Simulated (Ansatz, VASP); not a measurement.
This is a calculation of HfN for VASP 6.6.1.

Contents of POSCAR:

```
HfN
1.0
    0.0000000000      2.4216446627      2.4216446627
    2.4216446627      0.0000000000      2.4216446627
    2.4216446627      2.4216446627      0.0000000000
Hf N
1 1
Direct
    0.0000000000      0.0000000000      0.0000000000
    0.2500000000      0.2500000000      0.2500000000
```

Contents of INCAR.step1:

```
SYSTEM = HfN
  PREC = Accurate
  ENCUT = 520
  EDIFF = 1E-5
  ISMEAR = -1
  SIGMA = 0.05
  LREAL = .False.
  LASPH = .True.
  NELM = 80
  ALGO = Normal
  ISIF = 2
  LWAVE = .True.
  NBANDS = 14
  GGA = PE
```

Contents of INCAR.step2:

```
SYSTEM = HfN
  PREC = Accurate
  ENCUT = 520
  EDIFF = 1E-7
  ISMEAR = -1
  SIGMA = 0.05
  LREAL = .False.
  LASPH = .True.
  NELM = 80
  ALGO = Normal
  ISIF = 2
  LWAVE = .False.
  LCHARG = .True.
  GGA = PE
  LHFCALC = .True.
  HFSCREEN = 0.2079
  PRECFOCK = Normal
  LELF = .True.
  LVHAR = .True.
  NBANDS = 14
  ISTART = 1
```

File KPOINTS:

```
Automatic mesh
0
Gamma
  6 6 6
  0 0 0
```

Potentials or basis: VASP PAW PBE potentials, release 64 (Hf_pv, N).

Launch:

```sh
$ cat potpaw_PBE.64/Hf_pv/POTCAR potpaw_PBE.64/N/POTCAR > POTCAR
$ cp INCAR.step1 INCAR
$ mpirun -np 1 vasp_std > vasp.out
$ cp INCAR.step2 INCAR
$ mpirun -np 1 vasp_std > vasp.out
```

Task: Translate it to Ansatz 0.2.0. Potentials there: Ansatz PAW.

Result: As run (the cutoff follows the program's own potentials):

input

```
crystal:
  lattice:
    - [0.0, 2.4216446627, 2.4216446627]
    - [2.4216446627, 0.0, 2.4216446627]
    - [2.4216446627, 2.4216446627, 0.0]
  atoms:
    - { symbol: Hf, position: [0.0, 0.0, 0.0] }
    - { symbol: "N", position: [0.25, 0.25, 0.25] }
hamiltonian:
  xc: hse06
  pseudopotentials: { kind: paw }
kpoints:
  mp_grid: { grid: [6, 6, 6] }
scf:
  occupations: { method: fermi_dirac, width: 0.05 }
output:
  forces: true
  stress: true
  eigenvalues: true
```

Both were run:

|  | VASP | Ansatz | Ansatz less VASP |
| --- | --- | --- | --- |
| gap on the k mesh at the Fermi level (eV) | none | none | - |
| pressure (GPa) | 3.9 | 6.7 | +2.76 |

A gap of «none» marks a metal or a gap that the smearing closes. VASP's potentials hold 15 valence electrons a cell and Ansatz's 31, so a difference there can come from the potentials and not from the codes.

The k mesh is coarse, so the values compare programs but aren't converged. Spin-orbit coupling is off throughout.
